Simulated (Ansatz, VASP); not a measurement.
**SnTe: VASP beside Ansatz**

Contents of INCAR:

```
SYSTEM = SnTe
ALGO = Normal
EDIFF = 1E-6
ENCUT = 500
GGA = PS
GGA_COMPAT = .FALSE.
ISIF = 2
ISMEAR = 0
LASPH = .TRUE.
LCHARG = .TRUE.
LELF = .TRUE.
LREAL = .FALSE.
LVHAR = .TRUE.
LWAVE = .FALSE.
NBANDS = 17
NELM = 120
PREC = Accurate
SIGMA = 0.03
```

File KPOINTS:

```
k-points
0
G
  10 10 10
  0 0 0
```

Contents of POSCAR:

```
SnTe
1.0
    0.0000000000      3.1565000000      3.0775875000
    3.1565000000      0.0000000000      3.0775875000
    3.1565000000      3.1565000000      0.0000000000
Sn Te
1 1
Direct
    0.0000000000      0.0000000000      0.0000000000
    0.5000000000      0.5000000000      0.5000000000
```

Input for Ansatz:

```yaml
crystal:
  lattice:
    - [0.0, 3.1565, 3.0775875]
    - [3.1565, 0.0, 3.0775875]
    - [3.1565, 3.1565, 0.0]
  atoms:
    - { symbol: Sn, position: [0.0, 0.0, 0.0] }
    - { symbol: Te, position: [0.5, 0.5, 0.5] }
basis:
  ecutwfc: 420
kpoints:
  mp_grid: { grid: [10, 10, 10] }
hamiltonian:
  xc: pbesol
scf:
  occupations: { method: gaussian, width: 0.03 }
output:
  forces: true
  stress: true
  eigenvalues: true
```

Change from the starting cell: strain +0.000 along x and y, -0.025 along z, atoms carried along.

Alike in both runs: task single point; functional PBEsol; k mesh 10 × 10 × 10; occupations gaussian, width 0.03 eV; no spin polarisation.

|  | VASP | Ansatz |
| --- | --- | --- |
| version | VASP 6.6.1 | Ansatz 0.2.0 |
| potentials or method | VASP PAW PBE potentials, release 64 (Sn_d, Te), cutoff 500 eV | scalar-relativistic, plane waves, PAW |
| valence electrons in the cell | 20 | 30 |

Ansatz gave:

```
gap on the k mesh at the Fermi level (eV)                     : 0.24
least direct gap on the mesh (eV)                             : 0.24
pressure (GPa)                                                : 0.7
traceless stress, the component that is largest in VASP (GPa) : 2.49
```

Problem. Estimate VASP's values.

Solution. gap on the k mesh at the Fermi level (eV): 0.24; least direct gap on the mesh (eV): 0.24; pressure (GPa): 0.7; traceless stress, the component that is largest in VASP (GPa): 2.50.

VASP's potentials were made for PBE, not for PBEsol. The functional is the same, so the differences come from potentials, cutoffs and numerics. VASP's potentials hold 20 valence electrons a cell and Ansatz's 30, so a difference there can come from the potentials and not from the codes.

Neither program's run includes spin-orbit coupling.
